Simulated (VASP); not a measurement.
Here is a VASP 6.6.1 calculation.

The input INCAR:

```
SYSTEM = Si
  PREC = Accurate
  ENCUT = 520
  EDIFF = 1E-6
  ISMEAR = 0
  SIGMA = 0.02
  LREAL = Auto
  LASPH = .True.
  NELM = 100
  ALGO = Fast
  ISIF = 2
  LWAVE = .False.
  LCHARG = .False.
  GGA = PE
  IBRION = 2
  NSW = 80
  EDIFFG = -0.02
  NELECT = 126.0
```

Contents of KPOINTS:

```
Automatic mesh
0
Gamma
  2 2 2
  0.5 0.5 0.5
```

The input POSCAR:

```
Si
1.0
    5.4700937585      5.4700937585     -5.4700937585
   -5.4700937585     -5.4700937585     -5.4700937585
   -5.4700937585      5.4700937585      5.4700937585
Si
31
Direct
    0.2500000000      0.0000000000      0.0000000000
    0.5000000000      0.7500000000      0.0000000000
    0.7500000000      0.5000000000      0.0000000000
    0.7500000000      0.0000000000      0.5000000000
    0.0000000000      0.0000000000      0.2500000000
    0.2500000000      0.7500000000      0.2500000000
    0.5000000000      0.5000000000      0.2500000000
    0.7500000000      0.2500000000      0.2500000000
    0.0000000000      0.2500000000      0.0000000000
    0.5000000000      0.0000000000      0.7500000000
    0.7500000000      0.7500000000      0.7500000000
    0.0000000000      0.7500000000      0.5000000000
    0.2500000000      0.5000000000      0.5000000000
    0.5000000000      0.2500000000      0.5000000000
    0.0000000000      0.5000000000      0.7500000000
    0.2500000000      0.2500000000      0.7500000000
    0.2500000000      0.2500000000      0.0000000000
    0.5000000000      0.0000000000      0.0000000000
    0.7500000000      0.7500000000      0.0000000000
    0.7500000000      0.2500000000      0.5000000000
    0.0000000000      0.2500000000      0.2500000000
    0.5000000000      0.7500000000      0.2500000000
    0.7500000000      0.5000000000      0.2500000000
    0.0000000000      0.5000000000      0.0000000000
    0.5000000000      0.2500000000      0.7500000000
    0.7500000000      0.0000000000      0.7500000000
    0.0000000000      0.0000000000      0.5000000000
    0.2500000000      0.7500000000      0.5000000000
    0.5000000000      0.5000000000      0.5000000000
    0.0000000000      0.7500000000      0.7500000000
    0.2500000000      0.5000000000      0.7500000000
```

Potentials or basis: VASP PAW PBE potentials, release 64 (Si).

The run is started by

```sh
$ cat potpaw_PBE.64/Si/POTCAR > POTCAR
$ mpirun -np 1 vasp_std > vasp.out
```

Problem. Predict the energy gained by relaxing.

Solution. 12.4 meV/atom.

Forces in eV/Å, atoms in the order of the input:
```
Si  -0.001  0.001  0.001
Si   0.014  0.009 -0.009
Si   0.009 -0.009  0.014
Si   0.009  0.014 -0.009
Si   0.001  0.001 -0.001
Si  -0.001 -0.001 -0.001
Si  -0.009 -0.009 -0.014
Si   0.009  0.009 -0.014
Si  -0.009 -0.014 -0.009
Si  -0.009  0.014  0.009
Si   0.009 -0.014  0.009
Si  -0.009  0.009  0.014
Si  -0.014 -0.009 -0.009
Si   0.001 -0.001  0.001
Si   0.014 -0.009  0.009
Si  -0.014  0.009  0.009
Si   0.017 -0.004 -0.004
Si   0.004 -0.017 -0.004
Si  -0.017 -0.004  0.004
Si  -0.017  0.004 -0.004
Si  -0.004 -0.004  0.017
Si   0.004  0.004  0.017
Si   0.000  0.000  0.000
Si   0.004  0.017  0.004
Si  -0.004  0.004 -0.017
Si   0.000  0.000  0.000
Si  -0.004 -0.017  0.004
Si   0.017  0.004  0.004
Si  -0.004  0.017 -0.004
Si   0.004 -0.004 -0.017
Si   0.000  0.000  0.000
```

Caveat: the k points lie up to 0.41 Å⁻¹ apart; the cell carries a net charge on a neutralising background, which shifts energy and pressure; the cell differs from its parent crystal (atoms taken out).
